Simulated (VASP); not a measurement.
The system is Li3B.

```xyz
8
Lattice="5.1788 0.0000 0.0000 0.0000 5.1788 0.0000 0.0000 0.0000 3.8426" Properties=species:S:1:pos:R:3 pbc="T T T"
Li    1.2947    3.8841    0.0000
Li    3.8841    3.8841    0.0000
Li    3.8841    1.2947    0.0000
Li    1.2947    1.2947    0.0000
Li    2.5894    0.0000    1.8982
Li    0.0000    2.5894    1.9443
B     2.5894    0.0000    3.5874
B     0.0000    2.5894    0.2551
```

| Quantity | Value |
| --- | --- |
| Program | VASP 6.6.1 |
| Task | relaxation of cell and atoms |
| Functional | PBE |
| Potentials or basis | VASP PAW PBE potentials, release 64 (Li_sv, B) |
| Cutoff | 600 eV |
| k mesh | 4 × 4 × 4 |
| Occupations | gaussian, width 0.1 eV |
| Spin | no spin polarisation |

At the start: pressure 25.1 GPa; volume 12.88 Å³/atom.

Problem. Where does the relaxation end?

Solution. Over 19 steps the energy falls by 529.4 meV/atom and the volume is 20.74 Å³/atom (+61.0 %); space group Pm-3m (No. 221, to 0.05 Å).

Step by step:
```csv
step,energy change (eV),largest force (eV/Å),pressure (GPa),volume (Å³)
1,0.0000,3.4007,25.15,103.06
2,-3.4924,0.7504,7.40,136.25
3,-3.7326,1.1961,4.66,146.76
4,-3.6185,1.7739,0.58,169.38
5,-3.7603,1.5161,2.67,156.58
6,-4.0883,0.6942,-0.37,169.28
7,-4.1100,0.4755,-1.21,173.78
8,-4.1780,0.2828,-0.63,169.62
9,-4.2018,0.1494,0.02,165.61
10,-4.2052,0.1201,0.04,165.52
11,-4.2110,0.1394,0.10,165.26
12,-4.2114,0.1686,0.12,165.16
13,-4.2139,0.1521,0.09,165.33
14,-4.2203,0.1008,0.00,165.86
15,-4.2278,0.0673,-0.17,166.90
16,-4.2210,0.1882,-0.52,169.00
17,-4.2288,0.0892,-0.26,167.45
18,-4.2336,0.0484,-0.10,166.66
19,-4.2353,0.0115,0.05,165.88
```

Final structure:
```xyz
8
Lattice="6.1484 0.0000 0.0000 0.0000 6.1484 0.0000 0.0000 0.0000 4.3881" Properties=species:S:1:pos:R:3 pbc="T T T"
Li    1.5371    4.6113    0.0000
Li    4.6113    4.6113    0.0000
Li    4.6113    1.5371    0.0000
Li    1.5371    1.5371    0.0000
Li    3.0742    0.0000    2.1910
Li    0.0000    3.0742    2.1972
B     3.0742    0.0000    4.3830
B     0.0000    3.0742    0.0052
```

Caveat: the k points lie up to 0.36 Å⁻¹ apart in the final cell; the cutoff is under 1.25 times the usual one of these potentials, so pressure, stress and relaxed cells hold a basis-set (Pulay) error; the volume moved by over 15 % at a fixed basis, so the end points are rough.
